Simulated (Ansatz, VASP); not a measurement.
## AlN in VASP and in Ansatz

```
CELL_PARAMETERS angstrom
0.00000 2.02262 2.02262
2.02262 0.00000 2.02262
2.02262 2.02262 0.00000
ATOMIC_POSITIONS crystal
Al 0.00000 0.00000 0.00000
N 0.50000 0.50000 0.50000
```

Alike in both runs: task single point; functional r2SCAN; k mesh 10 × 10 × 10; occupations gaussian, width 0.02 eV; no spin polarisation.

```csv
,VASP,Ansatz
version,VASP 6.6.1,Ansatz 0.2.0
potentials or method,"VASP PAW PBE potentials, release 64 (Al, N), cutoff 660 eV","scalar-relativistic, plane waves, PAW"
valence electrons in the cell,8,8
```

```tsv
	VASP	Ansatz	Ansatz less VASP
gap on the k mesh at the Fermi level (eV)	5.47	5.47	-0.005
least direct gap on the mesh (eV)	6.50	6.45	-0.049
pressure (GPa)	-2.2	-1.5	+0.71
```

VASP's potentials were made for PBE, not for r2SCAN. The functional is the same, so the differences come from potentials, cutoffs and numerics.
